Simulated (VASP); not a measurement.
A run of VASP 6.6.1 is set up as follows.

INCAR

```
SYSTEM = MgTl2PtC6N6
ALGO = Normal ; EDIFF = 1E-6
ENCUT = 520 ; GGA = PE
ISIF = 2 ; ISMEAR = 0
ISPIN = 2 ; LASPH = .True.
LCHARG = .False. ; LMAXMIX = 4
LORBIT = 11 ; LREAL = Auto
LWAVE = .False. ; MAGMOM = 0 0 0 1 0 0 0 0 0 0 0 0 0 0 0 0
NBANDS = 64 ; NELM = 150
PREC = Accurate ; SIGMA = 0.1
```

The input KPOINTS:

```
k-points
0
Gamma
  4 4 4
  0 0 0
```

POSCAR

```
MgTl2PtC6N6
1.0
    0.0000000000      5.1620000000      5.1620000000
    5.1620000000      0.0000000000      5.1620000000
    5.1620000000      5.1620000000      0.0000000000
Mg Tl Pt C N
1 2 1 6 6
Direct
    0.5000000000      0.5000000000      0.5000000000
    0.2500000000      0.2500000000      0.2500000000
    0.7500000000      0.7500000000      0.7500000000
    0.0000000000      0.0000000000      0.0000000000
    0.8143161600      0.1856838400      0.1856838400
    0.1856838400      0.8143161600      0.1856838400
    0.1856838400      0.1856838400      0.8143161600
    0.1856838400      0.8143161600      0.8143161600
    0.8143161600      0.1856838400      0.8143161600
    0.8143161600      0.8143161600      0.1856838400
    0.7009879900      0.2990120100      0.2990120100
    0.2990120100      0.7009879900      0.2990120100
    0.2990120100      0.2990120100      0.7009879900
    0.2990120100      0.7009879900      0.7009879900
    0.7009879900      0.2990120100      0.7009879900
    0.7009879900      0.7009879900      0.2990120100
```

Potentials or basis: VASP PAW PBE potentials, release 64 (Mg, Tl_d, Pt, C, N).

Run with:

```sh
$ cat potpaw_PBE.64/Mg/POTCAR potpaw_PBE.64/Tl_d/POTCAR potpaw_PBE.64/Pt/POTCAR potpaw_PBE.64/C/POTCAR potpaw_PBE.64/N/POTCAR > POTCAR
$ mpirun -np 1 vasp_std > vasp.out
```

Q: Estimate the pressure.

A: 9.0 GPa.

Q: What does it give for the net moment?

A: 0.00 μB per cell.

Forces on the atoms (eV/Å):
```
Mg   0.000  0.000  0.000
Tl   0.000  0.000  0.000
Tl   0.000  0.000  0.000
Pt   0.000  0.000  0.000
C    2.792  0.000  0.000
C    0.000  2.792  0.000
C    0.000  0.000  2.792
C   -2.792  0.000  0.000
C    0.000 -2.792  0.000
C    0.000  0.000 -2.792
N   -0.521  0.000  0.000
N    0.000 -0.521  0.000
N    0.000  0.000 -0.521
N    0.521  0.000  0.000
N    0.000  0.521  0.000
N    0.000  0.000  0.521
```

Caveat: the cell stands under pressure; forces of over 1 eV/Å act on the atoms, so gaps and moduli don't describe the material at rest.
